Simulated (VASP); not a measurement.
# Pt (Im-3m) in VASP: notebook

The runs below take Pt through single point, with PBE0, HSE06, PBEsol+D3(BJ), PBEsol.

Everything below comes from runs of VASP 6.6.1. Logs are shortened: lines on timing, memory, paths and dates and some standing lists are left out, and cuts for length are marked.

### 1 The cell of the first run

It takes space group Im-3m (No. 229, cubic). The conventional cell has a = 3.231 Å, b = 3.231 Å, c = 3.231 Å, α = 90.00°, β = 90.00°, γ = 90.00°. Pt (site symmetry m-3m) has 14 Pt at 2.80 to 3.23 Å within 3.7 Å.

This isn't the form of Pt at room conditions, which is fcc.

### 2 Single point, PBE0

The input, POSCAR:

```
Pt
1.0
   -1.6152910255      1.6152910255      1.6152910255
    1.6152910255     -1.6152910255      1.6152910255
    1.6152910255      1.6152910255     -1.6152910255
Pt
1
Direct
    0.0000000000      0.0000000000      0.0000000000
```

The input, INCAR.step1:

```
ALGO = Normal
EDIFF = 1E-5
ENCUT = 520
GGA = PE
ISIF = 2
ISMEAR = -1
LASPH = T
LCHARG = F
LREAL = F
LWAVE = T
NBANDS = 11
NELM = 100
PREC = Accurate
SIGMA = 0.05
```

The input, INCAR.step2:

```
AEXX = 0.25
ALGO = Normal
EDIFF = 1E-7
ENCUT = 520
GGA = PE
ISIF = 2
ISMEAR = -1
ISTART = 1
LASPH = T
LCHARG = F
LHFCALC = T
LREAL = F
LWAVE = F
NBANDS = 11
NELM = 100
PREC = Accurate
PRECFOCK = Normal
SIGMA = 0.05
```

The input, KPOINTS:

```
k-points
0
Gamma
  8 8 8
```

Potentials or basis: VASP PAW PBE potentials, release 64 (Pt).

Started as:

```sh
$ cat potpaw_PBE.64/Pt/POTCAR > POTCAR
$ cp INCAR.step1 INCAR
$ mpirun -np 1 vasp_std > vasp.out
$ cp INCAR.step2 INCAR
$ mpirun -np 1 vasp_std > vasp.out
```

OUTCAR:

```text
AEXX = 0.25
   EDIFF = 1E-7
   ENCUT = 520
   GGA = PE
   ISIF = 2
   ISMEAR = -1
   ISTART = 1
   LASPH = T
   LHFCALC = T
   LREAL = F
   NELM = 100
   PREC = Accurate
   PRECFOCK = Normal

 ion  position               nearest neighbor table
   1  0.000  0.000  0.000-

  LATTYP: Found a body centered cubic cell.
 ALAT       =     3.2305820510

  Lattice vectors:

 A1 = (  -1.6152910255,   1.6152910255,   1.6152910255)
 A2 = (   1.6152910255,  -1.6152910255,   1.6152910255)
 A3 = (   1.6152910255,   1.6152910255,  -1.6152910255)

Analysis of symmetry for initial positions (statically):
=====================================================================
 Subroutine PRICEL returns:
 Original cell was already a primitive cell.

 Routine SETGRP: Setting up the symmetry group for a
 body centered cubic supercell.

 Subroutine GETGRP returns: Found 48 space group operations
 (whereof 48 operations were pure point group operations)
 out of a pool of 48 trial point group operations.

The static configuration has the point symmetry O_h .

Analysis of symmetry for dynamics (positions and initial velocities):
=====================================================================
 Subroutine PRICEL returns:
 Original cell was already a primitive cell.

 Routine SETGRP: Setting up the symmetry group for a
 body centered cubic supercell.

 Subroutine GETGRP returns: Found 48 space group operations
 (whereof 48 operations were pure point group operations)
 out of a pool of 48 trial point group operations.

The dynamic configuration has the point symmetry O_h .

 Subroutine INISYM returns: Found 48 space group operations
 (whereof 48 operations are pure point group operations),
 and found     1 'primitive' translations

----------------------------------------------------------------------------------------

                                     Primitive cell

  volume of cell :      16.8582

  direct lattice vectors                    reciprocal lattice vectors
    -1.615291025  1.615291025  1.615291025     0.000000000  0.309541743  0.309541743
     1.615291025 -1.615291025  1.615291025     0.309541743  0.000000000  0.309541743
     1.615291025  1.615291025 -1.615291025     0.309541743  0.309541743  0.000000000

  length of vectors
     2.797766125  2.797766125  2.797766125     0.437758132  0.437758132  0.437758132

  position of ions in fractional coordinates (direct lattice)
[... 91 lines left out ...]
   EFERMI =   0.00;   METHOD = LEGACY
   ISMEAR =    -1;   SIGMA  =   0.05  broadening in eV -4-tet -1-fermi 0-gaus
   EFERMI_NEDOS =   21; number of points for ismear=-14 and -15
   IALGO  =     38    algorithm
   IMIX   =      1    mixing-type and parameters
     AMIX     =   0.40;   BMIX     =  1.00
     AMIX_MAG =   1.60;   BMIX_MAG =  1.00
  volume/ion in A,a.u.               =      16.86       113.77
  Fermi-wavevector in a.u.,A,eV,Ry     =   1.375532  2.599379 25.743427  1.892088
  Thomas-Fermi vector in A             =   2.500859
   LORBIT       =      0    0 simple, 1 ext, 2 COOP (PROOUT), +10 PAW based schemes
   GGA     = PE    functional components
   LHFCALC =     T    Hartree Fock is set to
   PRECFOCK=normal    Normal, Fast or Accurate (Low or Medium for compatibility)
   ENCUT4O =  -1.0   cutoff for four orbital integrals eV
   NKREDX  =     1    reduce k-point grid by
   NKREDY  =     1    reduce k-point grid by
   NKREDZ  =     1    reduce k-point grid by
   AEXX    =    0.2500 exact exchange contribution
   HFSCREEN=    0.0000 screening length (either q_TF or 0.3 A-1)
   HFSCREENC=   0.0000 screening length for correlation (either q_TF or 0.3 A-1)
   ENCUTFOCK=  -1.0 apply spherical cutoff to Coloumb kernel
   IVDW    =     0    specifies the selected vdW correction
   LEPSILON=     F    determine dielectric tensor
   LRPA    =     F    only Hartree local field effects (RPA)
 non-spin polarized calculation
  energy-cutoff  :      520.00
  volume of cell :       16.86
 maximum number of plane-waves:       466
 NGX is ok and might be reduce to    24
  NGX = 16; NGY = 16; NGZ = 16

 number of electron      10.0000001 magnetization

 Free energy of the ion-electron system (eV)
  ---------------------------------------------------
  ext. energy  EPLUGINS =         0.00000000
  ---------------------------------------------------
  free energy    TOTEN  =        -7.22424648 eV

  energy without entropy =       -7.22087375  energy(sigma->0) =       -7.22256012

 E-fermi :   8.6736     XC(G=0): -10.0406

 val. band max:        8.2847320431   @ k =  -0.3750   0.5000   0.1250
 cond. band min:       8.7114361736   @ k =  -0.3750   0.3750   0.1250
 fundamental gap:      0.4267041305
 Fermi energy:         8.6735534389

 k-point     1 :       0.0000    0.0000    0.0000
  band No.  band energies     occupation
      1      -1.3968      2.00000
      2       4.4931      2.00000
      3       4.4931      2.00000
      4       4.4931      2.00000
      5       6.5775      2.00000
      6       6.5775      2.00000
      7      27.3739      0.00000
      8      27.3739      0.00000
      9      27.3739      0.00000
     10      36.8377      0.00000
     11      36.8478      0.00000
[... 309 lines left out ...]
 k-point    24 :      -0.3750    0.3750    0.2500
  band No.  band energies     occupation
      1       2.7563      2.00000
      2       3.2313      2.00000
      3       5.3178      2.00000
      4       5.9511      2.00000
      5       8.0880      1.99998
      6      10.9206      0.00000
      7      20.4608      0.00000
      8      23.3170      0.00000
      9      25.6158      0.00000
     10      28.6141      0.00000
     11      35.1267      0.00000

 [... further k-points ...]

------------------------ aborting loop because EDIFF is reached ----------------------------------------

  FORCE on cell =-STRESS in cart. coord.  units (eV):
  Direction    XX          YY          ZZ          XY          YZ          ZX
  --------------------------------------------------------------------------------------
  -------------------------------------------------------------------------------------
  Total       -1.9209876     -1.9209876     -1.9209876      0.0000000     -0.0000000     -0.0000000
  in kB     -182.5672216   -182.5672216   -182.5672216      0.0000000     -0.0000000     -0.0000000
  external PRESSURE =    -182.5672216 kB  Pullay stress =       0.0000000 kB

 VOLUME and BASIS-vectors are now :
 -----------------------------------------------------------------------------
  energy-cutoff  :      520.00
  volume of cell :       16.86
      direct lattice vectors                 reciprocal lattice vectors
    -1.615291025  1.615291025  1.615291025     0.000000000  0.309541743  0.309541743
     1.615291025 -1.615291025  1.615291025     0.309541743  0.000000000  0.309541743
     1.615291025  1.615291025 -1.615291025     0.309541743  0.309541743  0.000000000

 POSITION                                       TOTAL-FORCE (eV/Angst)
 -----------------------------------------------------------------------------------
      0.00000      0.00000      0.00000        -0.000000      0.000000     -0.000000
 -----------------------------------------------------------------------------------
    total drift:                               -0.000000     -0.000000     -0.000000

  FREE ENERGIE OF THE ION-ELECTRON SYSTEM (eV)
  ---------------------------------------------------
  free  energy   TOTEN  =        -7.2242464816 eV

  energy  without entropy=       -7.2208737518  energy(sigma->0) =       -7.22256012
```

OUTCAR.step1:

```text
EDIFF = 1E-5
   ENCUT = 520
   GGA = PE
   ISIF = 2
   ISMEAR = -1
   LASPH = T
[... 551 lines left out ...]

 POSITION                                       TOTAL-FORCE (eV/Angst)
 -----------------------------------------------------------------------------------
      0.00000      0.00000      0.00000        -0.000000     -0.000000      0.000000
 -----------------------------------------------------------------------------------
    total drift:                                0.000000      0.000000     -0.000000

  FREE ENERGIE OF THE ION-ELECTRON SYSTEM (eV)
  ---------------------------------------------------
  free  energy   TOTEN  =        -5.9091261630 eV

  energy  without entropy=       -5.8884253030  energy(sigma->0) =       -5.89877573
```

OSZICAR.step1:

```text
N       E                     dE             d eps       ncg     rms          rms(c)
DAV:   1     0.402955790600E+02    0.40296E+02   -0.54106E+03   646   0.835E+02
DAV:   2    -0.560325780254E+01   -0.45899E+02   -0.43816E+02   731   0.174E+02
DAV:   3    -0.626156515857E+01   -0.65831E+00   -0.65585E+00   728   0.199E+01
DAV:   4    -0.626403649649E+01   -0.24713E-02   -0.24712E-02   743   0.148E+00
DAV:   5    -0.626405699112E+01   -0.20495E-04   -0.20494E-04   728   0.125E-01    0.915E+00
DAV:   6    -0.593257582505E+01    0.33148E+00   -0.87490E-01   674   0.714E+00    0.494E+00
DAV:   7    -0.591141458909E+01    0.21161E-01   -0.69181E-02   722   0.198E+00    0.235E+00
DAV:   8    -0.590918938846E+01    0.22252E-02   -0.15147E-03   688   0.301E-01    0.300E-01
DAV:   9    -0.590912125145E+01    0.68137E-04   -0.98525E-05   725   0.731E-02    0.144E-02
DAV:  10    -0.590912616304E+01   -0.49116E-05   -0.26529E-06   433   0.171E-02
   1 F= -.59091262E+01 E0= -.58987757E+01  d E =-.207009E-01
```

Run time: 25 min. Hardware: 1 thread of Intel Xeon Platinum 8375C at 2.90GHz (Ice Lake), shared host; peak memory 0.16 GiB.

Results:

```
Free energy            : -7.2242 eV
Pressure               : -18.3 GPa
Band gap on the k mesh : zero (bands 5 and 6 overlap by 3.27 eV)
```

Caveat: the cell stands under tension; the PAW data sets were made with another functional, which shifts forces and pressure a little; spin-orbit coupling is left out, which moves the levels of the heavy elements.

### 3 Single point, HSE06

This run uses another cell than the first one, of 16.22 Å³/atom.

The input, POSCAR:

```
Pt
1.0
   -1.5947118289      1.5947118289      1.5947118289
    1.5947118289     -1.5947118289      1.5947118289
    1.5947118289      1.5947118289     -1.5947118289
Pt
1
Direct
    0.0000000000      0.0000000000      0.0000000000
```

The input, INCAR.step1:

```
SYSTEM = Pt
  PREC = Accurate
  ENCUT = 520
  EDIFF = 1E-5
  ISMEAR = -1
  SIGMA = 0.05
  LREAL = .False.
  LASPH = .True.
  NELM = 80
  ALGO = Normal
  ISIF = 2
  LWAVE = .True.
  LCHARG = .False.
  GGA = PE
  NBANDS = 11
```

The input, INCAR.step2:

```
SYSTEM = Pt
  PREC = Accurate
  ENCUT = 520
  EDIFF = 1E-6
  ISMEAR = -1
  SIGMA = 0.05
  LREAL = .False.
  LASPH = .True.
  NELM = 80
  ALGO = Normal
  ISIF = 2
  LWAVE = .False.
  LCHARG = .False.
  GGA = PE
  LHFCALC = .True.
  HFSCREEN = 0.2079
  PRECFOCK = Normal
  ISTART = 1
  NBANDS = 11
```

The input, KPOINTS:

```
Automatic mesh
0
Gamma
  8 8 8
  0 0 0
```

Potentials or basis: VASP PAW PBE potentials, release 64 (Pt).

Started as:

```sh
$ cat potpaw_PBE.64/Pt/POTCAR > POTCAR
$ cp INCAR.step1 INCAR
$ mpirun -np 1 vasp_std > vasp.out
$ cp INCAR.step2 INCAR
$ mpirun -np 1 vasp_std > vasp.out
```

It took 13 min on 1 thread of Intel Xeon 6975P-C (Granite Rapids), shared host; peak memory 0.26 GiB.

Results (log left out):

* Free energy: -6.7632 eV
* Pressure: -11.6 GPa
* Band gap on the k mesh: zero (bands 5 and 6 overlap by 2.76 eV)

Levels at points of the mesh, in eV from the Fermi level:
| k point | band 1 | band 2 | band 3 | band 4 | band 5 | band 6 | band 7 | band 8 | band 9 | band 10 |
| --- | --- | --- | --- | --- | --- | --- | --- | --- | --- | --- |
| (0.00, 0.00, 0.00) | -10.02 | -3.95 | -3.95 | -3.95 | -1.72 | -1.72 | 18.39 | 18.39 | 18.39 | 28.31 |
| (0.50, 0.00, 0.00) | -7.18 | -5.48 | -1.78 | -1.30 | 0.54 | 1.14 | 7.18 | 14.41 | 17.05 | 25.49 |
| (0.50, 0.50, 0.50) | -6.88 | -6.88 | 0.49 | 0.49 | 0.49 | 8.53 | 8.53 | 8.53 | 14.09 | 19.97 |

Caveat: the cell stands under tension; the PAW data sets were made with another functional, which shifts forces and pressure a little; spin-orbit coupling is left out, which moves the levels of the heavy elements.

[end of part 1 of 3]
